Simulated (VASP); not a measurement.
# InSe in VASP: single point with PBE+D3(BJ)

Aim: the single point of InSe with PBE+D3(BJ).

All numbers are computed with VASP 6.6.1; they aren't measurements. Logs are shortened: lines on timing, memory, paths and dates and some standing lists are left out, and cuts for length are marked.

### 1 The cell of the first run

The cell holds a slab with vacuum, 8 atoms: a = 4.027 Å, b = 4.027 Å, c = 28.271 Å, α = 90.00°, β = 90.00°, γ = 120.00°.

### 2 Single point, PBE+D3(BJ)

The input, INCAR:

```
ALGO     = Normal         # electronic algorithm
DIPOL    = 0.5 0.5 0.415
EDIFF    = 1E-6           # SCF threshold, eV
ENCUT    = 520            # plane-wave cutoff, eV
GGA      = PE             # functional
IDIPOL   = 3            
ISIF     = 2              # what is computed and relaxed
ISMEAR   = 0              # smearing method
IVDW     = 12             # dispersion correction
LASPH    = T              # aspherical terms in the spheres
LCHARG   = F              # write CHGCAR
LDIPOL   = T            
LREAL    = F              # projectors in reciprocal space
LWAVE    = F              # write WAVECAR
NBANDS   = 48             # bands
NELM     = 60             # most SCF steps
PREC     = Accurate       # precision mode
SIGMA    = 0.05           # smearing width, eV
```

The input, KPOINTS:

```
k-points
0
Gamma
  9 9 1
```

The input, POSCAR:

```
InSe
1.0
    4.0266103640      0.0000000000      0.0000000000
   -2.0133051820      3.4871468663      0.0000000000
    0.0000000000      0.0000000000     28.2707108021
Se In
4 4
Direct
    0.0000000000      0.0000000000      0.1591753399
    0.0000000000      0.0000000000      0.3496677346
    0.0000000000      0.0000000000      0.4808989592
    0.0000000000      0.0000000000      0.6713913539
    0.6666666667      0.3333333333      0.2049979895
    0.6666666667      0.3333333333      0.3038451603
    0.6666666667      0.3333333333      0.5267216088
    0.6666666667      0.3333333333      0.6255687796
```

Potentials or basis: VASP PAW PBE potentials, release 64 (Se, In_d).

On the command line:

```bash
$ cat potpaw_PBE.64/Se/POTCAR potpaw_PBE.64/In_d/POTCAR > POTCAR
$ mpirun -np 1 vasp_std > vasp.out
```

OUTCAR:

```text
EDIFF = 1E-6
   ENCUT = 520
   GGA = PE
   ISIF = 2
   ISMEAR = 0
   IVDW = 12
   LASPH = T
   LREAL = F
   NELM = 60
   PREC = Accurate
 IVDW          = 12

 ion  position               nearest neighbor table
   1  0.000  0.000  0.159-   5 2.66   5 2.66   5 2.66
   2  0.000  0.000  0.350-   6 2.66   6 2.66   6 2.66
   3  0.000  0.000  0.481-   7 2.66   7 2.66   7 2.66
   4  0.000  0.000  0.671-   8 2.66   8 2.66   8 2.66
   5  0.667  0.333  0.205-   1 2.66   1 2.66   1 2.66   6 2.79
   6  0.667  0.333  0.304-   2 2.66   2 2.66   2 2.66   5 2.79
   7  0.667  0.333  0.527-   3 2.66   3 2.66   3 2.66   8 2.79
   8  0.667  0.333  0.626-   4 2.66   4 2.66   4 2.66   7 2.79

  LATTYP: Found a hexagonal cell.
 ALAT       =     4.0266103640
 C/A-ratio  =     7.0209700583

  Lattice vectors:

 A1 = (   4.0266103640,   0.0000000000,   0.0000000000)
 A2 = (  -2.0133051820,   3.4871468663,   0.0000000000)
 A3 = (   0.0000000000,   0.0000000000,  28.2707108021)

Analysis of symmetry for initial positions (statically):
=====================================================================
 Subroutine PRICEL returns:
 Original cell was already a primitive cell.

 Routine SETGRP: Setting up the symmetry group for a
 hexagonal supercell.

 Subroutine GETGRP returns: Found 12 space group operations
 (whereof  6 operations were pure point group operations)
 out of a pool of 24 trial point group operations.

The static configuration has the point symmetry C_3v.
 The point group associated with its full space group is D_3h.

Analysis of symmetry for dynamics (positions and initial velocities):
=====================================================================
 Subroutine PRICEL returns:
 Original cell was already a primitive cell.

 Routine SETGRP: Setting up the symmetry group for a
 hexagonal supercell.

 Subroutine GETGRP returns: Found 12 space group operations
 (whereof  6 operations were pure point group operations)
 out of a pool of 24 trial point group operations.

The dynamic configuration has the point symmetry C_3v.
 The point group associated with its full space group is D_3h.

 Subroutine INISYM returns: Found 12 space group operations
 (whereof  6 operations are pure point group operations),
 and found     1 'primitive' translations

----------------------------------------------------------------------------------------

                                     Primitive cell

  volume of cell :     396.9598

  direct lattice vectors                    reciprocal lattice vectors
     4.026610364  0.000000000  0.000000000     0.248347843  0.143383694  0.000000000
    -2.013305182  3.487146866  0.000000000     0.000000000  0.286767388  0.000000000
     0.000000000  0.000000000 28.270710802     0.000000000  0.000000000  0.035372298

  length of vectors
     4.026610364  4.026610364 28.270710802     0.286767388  0.286767388  0.035372298

  position of ions in fractional coordinates (direct lattice)
     0.000000000  0.000000000  0.159175340
     0.000000000  0.000000000  0.349667735
     0.000000000  0.000000000  0.480898959
     0.000000000  0.000000000  0.671391354
     0.666666667  0.333333333  0.204997990
     0.666666667  0.333333333  0.303845160
     0.666666667  0.333333333  0.526721609
     0.666666667  0.333333333  0.625568780

  ion indices of the primitive-cell ions
   primitive index   ion index
                 1           1
                 2           2
                 3           3
                 4           4
                 5           5
                 6           6
                 7           7
                 8           8

----------------------------------------------------------------------------------------

 KPOINTS: k-points

Automatic generation of k-mesh.
 Grid dimensions read from file:
 generate k-points for:    9    9    1

 Generating k-lattice:

  Cartesian coordinates                     Fractional coordinates (reciprocal lattice)
     0.027594205  0.015931522  0.000000000     0.111111111  0.000000000  0.000000000
     0.000000000  0.031863043  0.000000000     0.000000000  0.111111111  0.000000000
     0.000000000  0.000000000  0.035372298     0.000000000  0.000000000  1.000000000

  Length of vectors
     0.031863043  0.031863043  0.035372298

  Shift w.r.t. Gamma in fractional coordinates (k-lattice)
     0.000000000  0.000000000  0.000000000

 Subroutine IBZKPT returns following result:
 ===========================================

 Found     12 irreducible k-points:

 Following reciprocal coordinates:
            Coordinates               Weight
  0.000000  0.000000  0.000000      1.000000
  0.111111 -0.000000  0.000000      6.000000
  0.222222  0.000000  0.000000      6.000000
  0.333333 -0.000000  0.000000      6.000000
  0.444444  0.000000  0.000000      6.000000
  0.111111  0.111111  0.000000      6.000000
  0.222222  0.111111  0.000000     12.000000
  0.333333  0.111111  0.000000     12.000000
  0.444444  0.111111  0.000000      6.000000
  0.222222  0.222222  0.000000      6.000000
  0.333333  0.222222  0.000000     12.000000
  0.333333  0.333333  0.000000      2.000000
   k-points           NKPTS =     12   k-points in BZ     NKDIM =     12   number of bands    NBANDS=     48
   number of dos      NEDOS =    301   number of ions     NIONS =      8
   total plane-waves  NPLWV = 189000
   dimension x,y,z NGX =    30 NGY =   30 NGZ =  210
   dimension x,y,z NGXF=    60 NGYF=   60 NGZF=  420
   ions per type =               4   4
   NGX,Y,Z   is equivalent  to a cutoff of  12.39, 12.39, 12.35 a.u.
   NGXF,Y,Z  is equivalent  to a cutoff of  24.77, 24.77, 24.70 a.u.
 SYSTEM =  unknown system
   PREC   = accura    normal or accurate (medium, high low for compatibility)
   ISTART =      0    job   : 0-new  1-cont  2-samecut
   ICHARG =      2    charge: 1-file 2-atom 10-const
   ISPIN  =      1    spin polarized calculation?
   LNONCOLLINEAR =      F non collinear calculations
   LSORBIT =      F    spin-orbit coupling
   LASPH  =      T    aspherical Exc in radial PAW
   ENCUT  =  520.0 eV  38.22 Ry    6.18 a.u.   7.49  7.49 52.56*2*pi/ulx,y,z
   NELM   =     60;   NELMIN=  2; NELMDL= -5     # of ELM steps
   EDIFF  = 0.1E-05   stopping-criterion for ELM
   LREAL  =      F    real-space projection
   EDIFFG = 0.1E-04   stopping-criterion for IOM
   NSW    =      0    number of steps for IOM
   IBRION =     -1    ionic relax: 0-MD 1-quasi-New 2-CG
   NFREE  =      0    steps in history (QN), initial steepest desc. (CG)
   ISIF   =      2    stress and relaxation
   ISYM   =      2    0-nonsym 1-usesym 2-fastsym
   POTIM  = 0.5000    time-step for ionic-motion
   TEBEG  =    0.0;   TEEND  =   0.0 temperature during run
   PSTRESS=    0.0 pullay stress
   NELECT =      76.0000    total number of electrons
   NUPDOWN=      -1.0000    fix difference up-down
   EMIN   =  10.00;   EMAX   =-10.00  energy-range for DOS
   EFERMI =   0.00;   METHOD = LEGACY
   ISMEAR =     0;   SIGMA  =   0.05  broadening in eV -4-tet -1-fermi 0-gaus
   EFERMI_NEDOS =   21; number of points for ismear=-14 and -15
   IALGO  =     38    algorithm
   IMIX   =      4    mixing-type and parameters
     AMIX     =   0.40;   BMIX     =  1.00
     AMIX_MAG =   1.60;   BMIX_MAG =  1.00
  volume/ion in A,a.u.               =      49.62       334.85
  Fermi-wavevector in a.u.,A,eV,Ry     =   0.943548  1.783047 12.113024  0.890282
  Thomas-Fermi vector in A             =   2.071266
   LORBIT       =      0    0 simple, 1 ext, 2 COOP (PROOUT), +10 PAW based schemes
   GGA     = PE    functional components
   LHFCALC =     F    Hartree Fock is set to
   AEXX    =    0.0000 exact exchange contribution
   IVDW    =    12    specifies the selected vdW correction
   LEPSILON=     F    determine dielectric tensor
   LRPA    =     F    only Hartree local field effects (RPA)
 non-spin polarized calculation
 Gauss-broadening in eV      SIGMA  =   0.05
  energy-cutoff  :      520.00
  volume of cell :      396.96
 maximum number of plane-waves:     10749
 NGX is ok and might be reduce to    30
   NGX = 15   NGY = 15   NGZ =105

 number of electron      75.9999997 magnetization

 dipolmoment           0.000000      0.000000     -0.000028 electrons x Angstroem

 Free energy of the ion-electron system (eV)
  ---------------------------------------------------
  ext. energy  EPLUGINS =         0.00000000
  ---------------------------------------------------
  free energy    TOTEN  =       -28.37709750 eV

  energy without entropy =      -28.37709750  energy(sigma->0) =      -28.37709750

 E-fermi :   0.0418     XC(G=0):  -5.6933

 val. band max:       -0.2312503069   @ k =   0.1111  -0.0000   0.0000
 cond. band min:       0.9628503436   @ k =   0.0000   0.0000   0.0000
 fundamental gap:      1.1941006505
 Fermi energy:         0.0418330411

 k-point     1 :       0.0000    0.0000    0.0000
  band No.  band energies     occupation
      1     -14.5136      2.00000
      2     -14.5133      2.00000
      3     -14.3303      2.00000
      4     -14.3303      2.00000
      5     -14.3301      2.00000
      6     -14.3301      2.00000
[... 40 lines left out ...]
     47       5.0290      0.00000
     48       5.2315      0.00000

 k-point     2 :       0.1111   -0.0000    0.0000
  band No.  band energies     occupation
      1     -14.5130      2.00000
      2     -14.5127      2.00000
      3     -14.3708      2.00000
      4     -14.3694      2.00000
      5     -14.3285      2.00000
      6     -14.3283      2.00000
[... 502 lines left out ...]
 k-point    12 :       0.3333    0.3333    0.0000
  band No.  band energies     occupation
      1     -14.6260      2.00000
      2     -14.6210      2.00000
      3     -14.5284      2.00000
      4     -14.5247      2.00000
      5     -14.4558      2.00000
      6     -14.4556      2.00000
[... 40 lines left out ...]
     47       5.8416      0.00000
     48       5.9490      0.00000

------------------------ aborting loop because EDIFF is reached ----------------------------------------

 vacuum level on the upper side and lower side of the slab       (xc-potential included)        -0.133        -0.134

 Edisp (eV)   -1.96599

 E8    (eV) :    -0.9214

  FORCE on cell =-STRESS in cart. coord.  units (eV):
  Direction    XX          YY          ZZ          XY          YZ          ZX
  --------------------------------------------------------------------------------------
  -------------------------------------------------------------------------------------
  Total      -0.06250    -0.06250     0.01199     0.00000     0.00000     0.00000
  in kB      -0.25225    -0.25225     0.04839     0.00000     0.00000     0.00000
  external pressure =       -0.15 kB  Pullay stress =        0.00 kB

 VOLUME and BASIS-vectors are now :
 -----------------------------------------------------------------------------
  energy-cutoff  :      520.00
  volume of cell :      396.96
      direct lattice vectors                 reciprocal lattice vectors
     4.026610364  0.000000000  0.000000000     0.248347843  0.143383694  0.000000000
    -2.013305182  3.487146866  0.000000000     0.000000000  0.286767388  0.000000000
     0.000000000  0.000000000 28.270710802     0.000000000  0.000000000  0.035372298

 POSITION                                       TOTAL-FORCE (eV/Angst)
 -----------------------------------------------------------------------------------
      0.00000      0.00000      4.50000         0.000000     -0.000000     -0.011981
      0.00000      0.00000      9.88536         0.000000     -0.000000      0.010541
      0.00000      0.00000     13.59536         0.000000     -0.000000     -0.010541
      0.00000      0.00000     18.98071         0.000000     -0.000000      0.011981
      2.01331      1.16238      5.79544        -0.000000     -0.000000      0.011442
      2.01331      1.16238      8.58992        -0.000000      0.000000     -0.012058
      2.01331      1.16238     14.89079        -0.000000      0.000000      0.012058
      2.01331      1.16238     17.68527         0.000000     -0.000000     -0.011442
 -----------------------------------------------------------------------------------
    total drift:                               -0.000001      0.000000     -0.003238

  FREE ENERGIE OF THE ION-ELECTRON SYSTEM (eV)
  ---------------------------------------------------
  free  energy   TOTEN  =       -30.3430883794 eV

  energy  without entropy=      -30.3430883794  energy(sigma->0) =      -30.34308838

 vacuum level on the upper side and lower side of the slab         5.401         5.402
```

Run time: 5.5 min. Hardware: 1 thread of Intel Xeon Platinum 8488C (Sapphire Rapids), shared host; peak memory 0.51 GiB.

Results:

```
Free energy                : -30.3431 eV
Largest force              : 0.012 eV/Å
Band gap on the k mesh     : 1.19 eV (least direct gap 1.24 eV)
Dispersion energy per atom : -0.246 eV
```

Forces in eV/Å, atoms in the order of the input:
```
Se   0.000  0.000 -0.012
Se   0.000  0.000  0.011
Se   0.000  0.000 -0.011
Se   0.000  0.000  0.012
In   0.000  0.000  0.011
In   0.000  0.000 -0.012
In   0.000  0.000  0.012
In   0.000  0.000 -0.011
```

Levels at points of the mesh, in eV from the valence-band top:
| k point | band 36 | band 37 | band 38 | band 39 | band 40 | band 41 |
| --- | --- | --- | --- | --- | --- | --- |
| (0.00, 0.00, 0.00) | -0.63 | -0.63 | -0.05 | 1.19 | 1.62 | 2.52 |

Caveat: spin-orbit coupling is left out, which moves the levels of the heavy elements.
